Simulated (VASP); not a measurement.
Cu:

```
Cu
1.0
     0.00000    1.80750    1.80750
     1.80750    0.00000    1.80750
     1.80750    1.80750    0.00000
Cu
1
Direct
  0.00000 0.00000 0.00000
```

- Program: VASP 6.6.1
- Task: relaxation of cell and atoms
- Functional: revPBE
- Dispersion: D3(BJ)
- Potentials or basis: VASP PAW PBE potentials, release 64 (Cu)
- Cutoff: 600 eV
- k mesh: 13 × 13 × 13
- Occupations: fermi-dirac, width 0.05 eV
- Spin: no spin polarisation

At the start: pressure -10.1 GPa; volume 11.81 Å³/atom.

Problem. How do energy, volume and symmetry change on relaxing?

Solution. Over 3 steps the energy falls by 26.6 meV/atom and the volume is 11.03 Å³/atom (-6.6 %); space group Fm-3m (No. 225, to 0.1 Å) before and after.

Step by step:
```csv
step,energy change (eV),largest force (eV/Å),pressure (GPa),volume (Å³)
1,0.0000,0.0000,-10.15,11.81
2,-0.0155,0.0000,8.22,10.58
3,-0.0266,0.0000,0.00,11.03
```

Final structure:
```yaml
crystal:
  lattice:
    - [0.00000, 1.76683, 1.76683]
    - [1.76683, 0.00000, 1.76683]
    - [1.76683, 1.76683, 0.00000]
  atoms:
    - { symbol: Cu, position: [0.00000, 0.00000, 0.00000] }
```

Caveat: the PAW data sets were made with another functional, which shifts forces and pressure a little.
